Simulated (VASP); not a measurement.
# CoSn (P6_3/mmc) in VASP: relaxation of cell and atoms with PBE

Aim: the relaxation of cell and atoms of CoSn with PBE.

All numbers are computed with VASP 6.6.1; they aren't measurements. Logs are shortened: lines on timing, memory, paths and dates and some standing lists are left out, and cuts for length are marked.

**1. The cell of the first run**

The structure is hexagonal, space group P6_3/mmc (No. 194). Conventional cell: a = 4.389 Å, b = 4.389 Å, c = 5.029 Å, α = 90.00°, β = 90.00°, γ = 120.00°. Co (site symmetry -6m2) has 5 Sn at 2.51 to 2.53 Å within 3.3 Å. Sn (site symmetry -6m2) has 5 Co at 2.51 to 2.53 Å within 3.3 Å.

The cell was generated, and may not be a known phase.

**2. Relaxation of cell and atoms, PBE**

Input file INCAR:

```
SYSTEM = CoSn
PREC = Accurate
ENCUT = 600
EDIFF = 1E-7
ISMEAR = 0
SIGMA = 0.1
LREAL = .FALSE.
LASPH = .TRUE.
NELM = 100
ALGO = Fast
ISIF = 3
LWAVE = .FALSE.
LCHARG = .FALSE.
GGA = PE
IBRION = 2
NSW = 100
EDIFFG = -0.01
```

Input file KPOINTS:

```
Automatic mesh
0
G
  12 12 10
  0 0 0
```

Input file POSCAR:

```
CoSn
1.0
    4.3888085758      0.0000000000      0.0000000000
   -2.1944042879      3.8008197190      0.0000000000
    0.0000000000      0.0000000000      5.0285681485
Co Sn
2 2
Direct
    0.6666666667      0.3333333333      0.7500000000
    0.3333333333      0.6666666667      0.2500000000
    0.6666666667      0.3333333333      0.2500000000
    0.3333333333      0.6666666667      0.7500000000
```

Potentials or basis: VASP PAW PBE potentials, release 64 (Co, Sn_d).

On the command line:

```sh
> cat potpaw_PBE.64/Co/POTCAR potpaw_PBE.64/Sn_d/POTCAR > POTCAR
> mpirun -np 1 vasp_std > vasp.out
```

OUTCAR:

```text
SYSTEM = CoSn
   PREC = Accurate
   ENCUT = 600
   EDIFF = 1E-7
   ISMEAR = 0
   LREAL = .FALSE.
   LASPH = .TRUE.
   NELM = 100
   ISIF = 3
   GGA = PE
   IBRION = 2
   NSW = 100
   EDIFFG = -0.01

 ion  position               nearest neighbor table
   1  0.667  0.333  0.750-   3 2.51   3 2.51   4 2.53   4 2.53   4 2.53
   2  0.333  0.667  0.250-   4 2.51   4 2.51   3 2.53   3 2.53   3 2.53
   3  0.667  0.333  0.250-   1 2.51   1 2.51   2 2.53   2 2.53   2 2.53   4 3.57   4 3.57   4 3.57
                             4 3.57   4 3.57   4 3.57
   4  0.333  0.667  0.750-   2 2.51   2 2.51   1 2.53   1 2.53   1 2.53   3 3.57   3 3.57   3 3.57
                             3 3.57   3 3.57   3 3.57

  LATTYP: Found a hexagonal cell.
 ALAT       =     4.3888085758
 C/A-ratio  =     1.1457706714

  Lattice vectors:

 A1 = (   4.3888085758,   0.0000000000,   0.0000000000)
 A2 = (  -2.1944042879,   3.8008197190,   0.0000000000)
 A3 = (   0.0000000000,   0.0000000000,   5.0285681485)

Analysis of symmetry for initial positions (statically):
=====================================================================
 Subroutine PRICEL returns:
 Original cell was already a primitive cell.

 Routine SETGRP: Setting up the symmetry group for a
 hexagonal supercell.

 Subroutine GETGRP returns: Found 24 space group operations
 (whereof 12 operations were pure point group operations)
 out of a pool of 24 trial point group operations.

The static configuration has the point symmetry D_3d.
 The point group associated with its full space group is D_6h.

Analysis of symmetry for dynamics (positions and initial velocities):
=====================================================================
 Subroutine PRICEL returns:
 Original cell was already a primitive cell.

 Routine SETGRP: Setting up the symmetry group for a
 hexagonal supercell.

 Subroutine GETGRP returns: Found 24 space group operations
 (whereof 12 operations were pure point group operations)
 out of a pool of 24 trial point group operations.

The dynamic configuration has the point symmetry D_3d.
 The point group associated with its full space group is D_6h.

 Subroutine INISYM returns: Found 24 space group operations
 (whereof 12 operations are pure point group operations),
 and found     1 'primitive' translations

----------------------------------------------------------------------------------------

                                     Primitive cell

  volume of cell :      83.8819

  direct lattice vectors                    reciprocal lattice vectors
     4.388808576  0.000000000  0.000000000     0.227852271  0.131550570  0.000000000
    -2.194404288  3.800819719  0.000000000     0.000000000  0.263101140  0.000000000
     0.000000000  0.000000000  5.028568148     0.000000000  0.000000000  0.198863766

  length of vectors
     4.388808576  4.388808576  5.028568148     0.263101140  0.263101140  0.198863766

  position of ions in fractional coordinates (direct lattice)
     0.666666667  0.333333333  0.750000000
     0.333333333  0.666666667  0.250000000
     0.666666667  0.333333333  0.250000000
     0.333333333  0.666666667  0.750000000

  ion indices of the primitive-cell ions
   primitive index   ion index
                 1           1
                 2           2
                 3           3
                 4           4

----------------------------------------------------------------------------------------

 KPOINTS: Automatic mesh

Automatic generation of k-mesh.
 Grid dimensions read from file:
 generate k-points for:   12   12   10

 Generating k-lattice:

  Cartesian coordinates                     Fractional coordinates (reciprocal lattice)
     0.018987689  0.010962547  0.000000000     0.083333333  0.000000000  0.000000000
     0.000000000  0.021925095  0.000000000     0.000000000  0.083333333  0.000000000
     0.000000000  0.000000000  0.019886377     0.000000000  0.000000000  0.100000000

  Length of vectors
     0.021925095  0.021925095  0.019886377

  Shift w.r.t. Gamma in fractional coordinates (k-lattice)
     0.000000000  0.000000000  0.000000000

 Subroutine IBZKPT returns following result:
 ===========================================

 Found    114 irreducible k-points:

 Following reciprocal coordinates:
            Coordinates               Weight
  0.000000  0.000000  0.000000      1.000000
  0.083333  0.000000  0.000000      6.000000
  0.166667  0.000000  0.000000      6.000000
  0.250000  0.000000  0.000000      6.000000
  0.333333  0.000000  0.000000      6.000000
  0.416667  0.000000  0.000000      6.000000
[... 16 lines left out ...]
  0.250000  0.000000  0.100000     12.000000
  0.333333  0.000000  0.100000     12.000000
 [... further k-points ...]
   k-points           NKPTS =    114   k-points in BZ     NKDIM =    114   number of bands    NBANDS=     27
   number of dos      NEDOS =    301   number of ions     NIONS =      4
   total plane-waves  NPLWV =  51840
   dimension x,y,z NGX =    36 NGY =   36 NGZ =   40
   dimension x,y,z NGXF=    72 NGYF=   72 NGZF=   80
   ions per type =               2   2
   NGX,Y,Z   is equivalent  to a cutoff of  13.64, 13.64, 13.22 a.u.
   NGXF,Y,Z  is equivalent  to a cutoff of  27.27, 27.27, 26.45 a.u.
 SYSTEM =  CoSn
   PREC   = accura    normal or accurate (medium, high low for compatibility)
   ISTART =      0    job   : 0-new  1-cont  2-samecut
   ICHARG =      2    charge: 1-file 2-atom 10-const
   ISPIN  =      1    spin polarized calculation?
   LNONCOLLINEAR =      F non collinear calculations
   LSORBIT =      F    spin-orbit coupling
   LASPH  =      T    aspherical Exc in radial PAW
   ENCUT  =  600.0 eV  44.10 Ry    6.64 a.u.   8.77  8.77 10.04*2*pi/ulx,y,z
   NELM   =    100;   NELMIN=  2; NELMDL= -5     # of ELM steps
   EDIFF  = 0.1E-06   stopping-criterion for ELM
   LREAL  =      F    real-space projection
   EDIFFG = -.1E-01   stopping-criterion for IOM
   NSW    =    100    number of steps for IOM
   IBRION =      2    ionic relax: 0-MD 1-quasi-New 2-CG
   NFREE  =      1    steps in history (QN), initial steepest desc. (CG)
   ISIF   =      3    stress and relaxation
   ISYM   =      2    0-nonsym 1-usesym 2-fastsym
   POTIM  = 0.5000    time-step for ionic-motion
   TEBEG  =    0.0;   TEEND  =   0.0 temperature during run
   PSTRESS=    0.0 pullay stress
   NELECT =      46.0000    total number of electrons
   NUPDOWN=      -1.0000    fix difference up-down
   EMIN   =  10.00;   EMAX   =-10.00  energy-range for DOS
   EFERMI =   0.00;   METHOD = LEGACY
   ISMEAR =     0;   SIGMA  =   0.10  broadening in eV -4-tet -1-fermi 0-gaus
   EFERMI_NEDOS =   21; number of points for ismear=-14 and -15
   IALGO  =     68    algorithm
   IMIX   =      4    mixing-type and parameters
     AMIX     =   0.40;   BMIX     =  1.00
     AMIX_MAG =   1.60;   BMIX_MAG =  1.00
  volume/ion in A,a.u.               =      20.97       141.52
  Fermi-wavevector in a.u.,A,eV,Ry     =   1.340000  2.532232 24.430609  1.795599
  Thomas-Fermi vector in A             =   2.468347
   LORBIT       =      0    0 simple, 1 ext, 2 COOP (PROOUT), +10 PAW based schemes
   GGA     = PE    functional components
   LHFCALC =     F    Hartree Fock is set to
   AEXX    =    0.0000 exact exchange contribution
   IVDW    =     0    specifies the selected vdW correction
   LEPSILON=     F    determine dielectric tensor
   LRPA    =     F    only Hartree local field effects (RPA)
 conjugate gradient relaxation of ions
 non-spin polarized calculation
 RMM-DIIS sequential band-by-band and
 Gauss-broadening in eV      SIGMA  =   0.10
  energy-cutoff  :      600.00
  volume of cell :       83.88
 maximum number of plane-waves:      2835
 NGX is ok and might be reduce to    36
   NGX = 17   NGY = 17   NGZ = 21

--------------------------------------- Ionic step        1  -------------------------------------------

 number of electron      45.9999982 magnetization

 Free energy of the ion-electron system (eV)
  ---------------------------------------------------
  ext. energy  EPLUGINS =         0.00000000
  ---------------------------------------------------
  free energy    TOTEN  =       -19.97556673 eV

  energy without entropy =      -19.95507570  energy(sigma->0) =      -19.96532121

------------------------ aborting loop because EDIFF is reached ----------------------------------------

  FORCE on cell =-STRESS in cart. coord.  units (eV):
  Direction    XX          YY          ZZ          XY          YZ          ZX
  --------------------------------------------------------------------------------------
  -------------------------------------------------------------------------------------
  Total        0.2031494      0.2031494     -0.0821933      0.0000000     -0.0000000      0.0000000
  in kB        3.8802340      3.8802340     -1.5699250      0.0000000     -0.0000000      0.0000000
  external PRESSURE =       2.0635143 kB  Pullay stress =       0.0000000 kB
[... 61 lines left out ...]
  energy  without entropy=      -19.9553476536  energy(sigma->0) =      -19.96566599

--------------------------------------- Ionic step        3  -------------------------------------------

 number of electron      45.9999982 magnetization

 Free energy of the ion-electron system (eV)
  ---------------------------------------------------
  ext. energy  EPLUGINS =         0.00000000
  ---------------------------------------------------
  free energy    TOTEN  =       -19.97600891 eV

  energy without entropy =      -19.95540037  energy(sigma->0) =      -19.96570464

 E-fermi :   6.8521     XC(G=0): -10.4657

 val. band max:        6.8437734231   @ k =   0.3333   0.3333   0.4000
 cond. band min:       6.8530195652   @ k =   0.2500   0.0000   0.0000
 fundamental gap:      0.0092461421
 Fermi energy:         6.8520849838

 k-point     1 :       0.0000    0.0000    0.0000
  band No.  band energies     occupation
      1     -14.1421      2.00000
      2     -14.1035      2.00000
      3     -14.0604      2.00000
      4     -14.0604      2.00000
      5     -14.0542      2.00000
      6     -14.0542      2.00000
[... 709 lines left out ...]
     26       8.5591      0.00000
     27      10.0711      0.00000

 [... further k-points ...]

------------------------ aborting loop because EDIFF is reached ----------------------------------------

  FORCE on cell =-STRESS in cart. coord.  units (eV):
  Direction    XX          YY          ZZ          XY          YZ          ZX
  --------------------------------------------------------------------------------------
  -------------------------------------------------------------------------------------
  Total        0.0009264      0.0009264     -0.0083251     -0.0000000      0.0000000      0.0000000
  in kB        0.0176392      0.0176392     -0.1585094     -0.0000000      0.0000000      0.0000000
  external PRESSURE =      -0.0410770 kB  Pullay stress =       0.0000000 kB
[... 19 lines left out ...]
  FREE ENERGIE OF THE ION-ELECTRON SYSTEM (eV)
  ---------------------------------------------------
  free  energy   TOTEN  =       -19.9760089082 eV

  energy  without entropy=      -19.9554003736  energy(sigma->0) =      -19.96570464

 reached required accuracy - stopping structural energy minimisation
```

Wall time 9.3 min (1 thread of AMD EPYC 9R45 (Zen 5), shared host); peak memory 0.41 GiB.

Results:

```
Free energy                           : -19.9760 eV
Relaxed volume                        : 21.04 Å³/atom
Relaxed cell                          : a = 4.398 Å, b = 4.398 Å, c = 5.025 Å, α = 90.00°, β = 90.00°, γ = 120.00°
Space group after relaxing (to 0.1 Å) : P6_3/mmc (No. 194)
Energy gained by relaxing             : 0.1 meV/atom
Ionic steps                           : 3
Pressure after relaxing               : 0.0 GPa
Band gap on the k mesh                : zero (bands 23 and 24 overlap by 3.28 eV)
```

The path:
```tsv
step	energy change (eV)	largest force (eV/Å)	pressure (GPa)	volume (Å³)
1	0.0000	0.0000	0.21	83.88
2	-0.0004	0.0000	-0.07	84.21
3	-0.0004	0.0000	0.00	84.15
```

Final structure:
```
CELL_PARAMETERS angstrom
4.39753 0.00000 0.00000
-2.19876 3.80837 0.00000
0.00000 0.00000 5.02453
ATOMIC_POSITIONS crystal
Co 0.66667 0.33333 0.75000
Co 0.33333 0.66667 0.25000
Sn 0.66667 0.33333 0.25000
Sn 0.33333 0.66667 0.75000
```

Caveat: spin-orbit coupling is left out, which moves the levels of the heavy elements; the run has no spin polarisation, though such a crystal can be magnetic. Spin polarisation is off, so any magnetic state and its effect on volume and gap are missing.
